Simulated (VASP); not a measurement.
# BP (kpbe) (F-43m) in VASP: vibrations by perturbation theory with PBE

Aim: the vibrations by perturbation theory of BP (kpbe) with PBE.

All numbers are computed with VASP 6.6.1; they aren't measurements. Logs are shortened: lines on timing, memory, paths and dates and some standing lists are left out, and cuts for length are marked.

**1. The cell of the first run**

It takes space group F-43m (No. 216, cubic). Conventional cell: a = 4.548 Å, b = 4.548 Å, c = 4.548 Å, α = 90.00°, β = 90.00°, γ = 90.00°. Within 2.6 Å of B (site symmetry -43m) lie 4 P at 1.97 Å. Within 2.6 Å of P (site symmetry -43m) lie 4 B at 1.97 Å.

**2. Vibrations by perturbation theory, PBE**

Contents of INCAR:

```
SYSTEM = BP
PREC = Accurate
ENCUT = 520
EDIFF = 1E-8
ISMEAR = 0
SIGMA = 0.01
LREAL = .FALSE.
LASPH = .TRUE.
NELM = 100
ALGO = Normal
ISIF = 2
LWAVE = .FALSE.
LCHARG = .FALSE.
GGA = PE
NBANDS = 11
IBRION = 8
NSW = 1
LEPSILON = .TRUE.
```

Contents of KPOINTS:

```
regular mesh
0
G
  10 10 10
  0 0 0
```

Contents of POSCAR:

```
BP
1.0
    0.0000000000      2.2741514371      2.2741514371
    2.2741514371      0.0000000000      2.2741514371
    2.2741514371      2.2741514371      0.0000000000
B P
1 1
Direct
    0.0000000000      0.0000000000      0.0000000000
    0.7500000000      0.7500000000      0.7500000000
```

Potentials or basis: VASP PAW PBE potentials, release 64 (B, P).

Started as:

```bash
cat potpaw_PBE.64/B/POTCAR potpaw_PBE.64/P/POTCAR > POTCAR
mpirun -np 1 vasp_std > vasp.out
```

OUTCAR:

```text
SYSTEM = BP
   PREC = Accurate
   ENCUT = 520
   EDIFF = 1E-8
   ISMEAR = 0
   LREAL = .FALSE.
   LASPH = .TRUE.
   NELM = 100
   ISIF = 2
   GGA = PE
   IBRION = 8
   NSW = 1
   LEPSILON = .TRUE.

 ion  position               nearest neighbor table
   1  0.000  0.000  0.000-   2 1.97   2 1.97   2 1.97   2 1.97
   2  0.750  0.750  0.750-   1 1.97   1 1.97   1 1.97   1 1.97

  LATTYP: Found a face centered cubic cell.
 ALAT       =     4.5483028742

  Lattice vectors:

 A1 = (   0.0000000000,   2.2741514371,   2.2741514371)
 A2 = (   2.2741514371,   0.0000000000,   2.2741514371)
 A3 = (   2.2741514371,   2.2741514371,   0.0000000000)

Analysis of symmetry for initial positions (statically):
=====================================================================
 Subroutine PRICEL returns:
 Original cell was already a primitive cell.

 Routine SETGRP: Setting up the symmetry group for a
 face centered cubic supercell.

 Subroutine GETGRP returns: Found 24 space group operations
 (whereof 24 operations were pure point group operations)
 out of a pool of 48 trial point group operations.

The static configuration has the point symmetry T_d .

Analysis of symmetry for dynamics (positions and initial velocities):
=====================================================================
 Subroutine PRICEL returns:
 Original cell was already a primitive cell.

 Routine SETGRP: Setting up the symmetry group for a
 face centered cubic supercell.

 Subroutine GETGRP returns: Found 24 space group operations
 (whereof 24 operations were pure point group operations)
 out of a pool of 48 trial point group operations.

The dynamic configuration has the point symmetry T_d .

 Subroutine INISYM returns: Found 24 space group operations
 (whereof 24 operations are pure point group operations),
 and found     1 'primitive' translations

[... 568 lines left out ...]
     0.00000  6.47538  0.00700

 MACROSCOPIC STATIC DIELECTRIC TENSOR (including local field effects in DFT)
 ------------------------------------------------------
           9.273876     0.000000     0.000000
           0.000000     9.273876     0.000000
           0.000000    -0.000000     9.273876
 ------------------------------------------------------

 PIEZOELECTRIC TENSOR (including local field effects)  for field in x, y, z        (e  Angst)
          XX          YY          ZZ          XY          YZ          ZX
  --------------------------------------------------------------------------------
  x     0.00000     0.00000     0.00000     0.00000    -0.14220     0.00000
  y     0.00000    -0.00000    -0.00000     0.00000     0.00000    -0.14220
  z     0.00000     0.00000     0.00000    -0.14220     0.00000     0.00000

 PIEZOELECTRIC TENSOR (including local field effects)  for field in x, y, z        (C/m^2)
          XX          YY          ZZ          XY          YZ          ZX
  --------------------------------------------------------------------------------
  x     0.00000     0.00000     0.00000     0.00000    -0.09686     0.00000
  y     0.00000    -0.00000    -0.00000     0.00000     0.00000    -0.09686
  z     0.00000     0.00000     0.00000    -0.09686     0.00000     0.00000

 BORN EFFECTIVE CHARGES (including local field effects) (in |e|, cummulative output)
 ---------------------------------------------------------------------------------
 ion    1
    1    -0.47216     0.00000    -0.00000
    2     0.00000    -0.47216     0.00000
    3    -0.00000     0.00000    -0.47216
 ion    2
    1     0.47216     0.00000     0.00000
    2     0.00000     0.47216    -0.00000
    3     0.00000    -0.00000     0.47216

 INTERNAL STRAIN TENSOR FOR ION    2 for displacements in x,y,z  (eV/Angst):
          X           Y           Z          XY          YZ          ZX
  --------------------------------------------------------------------------------
  x     0.00000     0.00000     0.00000     0.00000     6.47538     0.00000
  y     0.00000     0.00000     0.00000     0.00000     0.00000     6.47538
  z     0.00000     0.00000     0.00000     6.47538     0.00000     0.00000

 SECOND DERIVATIVES (NOT SYMMETRIZED)
 ------------------------------------
               1X          1Y          1Z          2X          2Y          2Z
  1X   -18.791078    0.000000    0.000000   18.791078    0.000000    0.000000
  1Y     0.000000  -18.791078    0.000000    0.000000   18.791078    0.000000
  1Z     0.000000    0.000000  -18.791078    0.000000    0.000000   18.791078
  2X    18.787038    0.000000    0.000000  -18.787038    0.000000    0.000000
  2Y     0.000000   18.787038    0.000000    0.000000  -18.787038    0.000000
  2Z     0.000000    0.000000   18.787038    0.000000    0.000000  -18.787038

 Eigenvectors and eigenvalues of the dynamical matrix
 ----------------------------------------------------

   1 f  =   23.938290 THz   150.408711 2PiTHz  798.495398 cm-1    99.000767 meV
             X         Y         Z           dx          dy          dz
      0.000000  0.000000  0.000000     0.860995   -0.000000    0.000000
      3.411227  3.411227  3.411227    -0.508614    0.000000    0.000000
[... 21 lines left out ...]
   6 f/i=    0.001127 THz     0.007082 2PiTHz    0.037595 cm-1     0.004661 meV
             X         Y         Z           dx          dy          dz
      0.000000  0.000000  0.000000     0.277815   -0.426036    0.000000
      3.411227  3.411227  3.411227     0.470292   -0.721205    0.000000

--------------------------------------------------------------------------------------------------------

 MACROSCOPIC STATIC DIELECTRIC TENSOR IONIC CONTRIBUTION
 ------------------------------------------------------
           0.091274     0.000000    -0.000000
           0.000000     0.091274     0.000000
          -0.000000     0.000000     0.091274
 ------------------------------------------------------

 ELASTIC MODULI CONTR FROM IONIC RELAXATION (kBar)
 Direction    XX          YY          ZZ          XY          YZ          ZX
 --------------------------------------------------------------------------------
 XX           0.0000      0.0000      0.0000      0.0000      0.0000      0.0000
 YY           0.0000      0.0000      0.0000      0.0000      0.0000      0.0000
 ZZ           0.0000      0.0000      0.0000      0.0000      0.0000      0.0000
 XY           0.0000      0.0000      0.0000   -162.3905      0.0000     -0.0000
 YZ           0.0000      0.0000      0.0000      0.0000   -162.3905     -0.0000
 ZX           0.0000      0.0000      0.0000     -0.0000     -0.0000   -162.3905
 --------------------------------------------------------------------------------

 PIEZOELECTRIC TENSOR IONIC CONTR  for field in x, y, z        (C/m^2)
          XX          YY          ZZ          XY          YZ          ZX
  --------------------------------------------------------------------------------
  x     0.00000     0.00000     0.00000    -0.00000     0.11456     0.00000
  y     0.00000     0.00000     0.00000     0.00000     0.00000     0.11456
  z     0.00000     0.00000     0.00000     0.11456    -0.00000     0.00000
```

OSZICAR:

```text
N       E                     dE             d eps       ncg     rms          rms(c)
DAV:   1     0.101037025298E+02    0.10104E+02   -0.38888E+03  1034   0.654E+02
[... 149 lines left out ...]
RMM:   5    -0.410288977423E-01    0.26590E-04    0.12936E-05  6388   0.570E-03    0.405E-03
RMM:   6    -0.410232568228E-01    0.56409E-05    0.16198E-06  6404   0.798E-04    0.246E-03
RMM:   7    -0.410215726443E-01    0.16842E-05    0.31346E-07  6340   0.727E-04    0.112E-04
RMM:   8    -0.410209946180E-01    0.57803E-06    0.44297E-08  6533   0.818E-05    0.489E-05
RMM:   9    -0.410209671891E-01    0.27429E-07    0.52779E-08  6525   0.351E-05    0.161E-05
RMM:  10    -0.410209965653E-01   -0.29376E-07   -0.49045E-08  6714   0.849E-06    0.836E-06
RMM:  11    -0.410209932121E-01    0.33532E-08   -0.29627E-08  6059   0.266E-06    0.299E-07
 Linear response finished
```

Wall time 2.3 min (1 thread of Intel Xeon Platinum 8488C (Sapphire Rapids), shared host); peak memory 0.22 GiB.

What came out:

* Electronic dielectric tensor (diagonal): 9.27
* Born charges (mean of the diagonal): B -0.47; P +0.47 e
* Highest phonon frequency at Γ, LO-TO splitting left out: 798 cm⁻¹

Phonon frequencies in cm⁻¹ (negative: imaginary):
```
              q point        frequencies
(0.000, 0.000, 0.000)  0 0 0 798 798 798
```

Electronic dielectric tensor:
```
9.27 0.00 0.00
0.00 9.27 0.00
0.00 0.00 9.27
```

Born effective charge tensors (e):
atom 1, B
```
-0.47  0.00  0.00
 0.00 -0.47  0.00
 0.00  0.00 -0.47
```
atom 2, P
```
0.47 0.00 0.00
0.00 0.47 0.00
0.00 0.00 0.47
```
